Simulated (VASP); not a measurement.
# Gd: single point with PBE

Gd:

```
CELL_PARAMETERS angstrom
3.63600 0.00000 0.00000
-1.81800 3.14887 0.00000
0.00000 0.00000 5.78260
ATOMIC_POSITIONS crystal
Gd 0.33333 0.66667 0.25000
Gd 0.66667 0.33333 0.75000
```

* Program: VASP 6.6.1
* Task: single point
* Functional: PBE
* Potentials or basis: VASP PAW PBE potentials, release 64 (Gd)
* Cutoff: 520 eV
* k mesh: 10 × 10 × 5
* Occupations: fermi-dirac, width 0.05 eV
* Spin: collinear spin, antiferromagnetic start
* Starting moments: [7.2, -7.2] μB

The pressure is 0.0 GPa. The band gap on the k mesh is zero (filled and empty bands overlap), the net moment is 0.00 μB per cell and the site moments are Gd +6.93, -6.93 μB. The valence electrons inside the program's atomic spheres are Gd 15.21.

Stress tensor (GPa, compression positive):
```
-0.17  0.00  0.00
 0.00 -0.17  0.00
 0.00  0.00  0.32
```

Levels at points of the mesh, in eV from the Fermi level:
Spin up:
```
           k point  band 15  band 16  band 17  band 18  band 19  band 20  band 21  band 22
(0.00, 0.00, 0.00)    -4.64    -4.62    -1.91     0.50     0.54     0.63     0.63     0.70
(0.50, 0.00, 0.00)    -4.62    -1.79    -1.09    -0.90     0.31     0.58     0.64     0.67
```
Spin down:
```tsv
k point	band 14	band 15	band 16	band 17	band 18	band 19	band 20	band 21	band 22	band 23
(0.00, 0.00, 0.00)	-4.65	-4.64	-4.62	-1.91	0.50	0.54	0.63	0.63	0.70	0.70
(0.50, 0.00, 0.00)	-4.64	-4.62	-1.79	-1.09	-0.90	0.31	0.58	0.64	0.67	0.72
```

It took 8.7 min on 1 thread of Intel(R) Xeon(R) Platinum 8259CL CPU @ 2.50GHz (Skylake/Cascade Lake) (shared host), peak memory 0.3 GiB.

Caveat: spin-orbit coupling is left out, which moves the levels of the heavy elements; semilocal functionals describe open f shells poorly, which spoils levels, moments and volumes. The state reached can hang on the start; a lower one may exist.
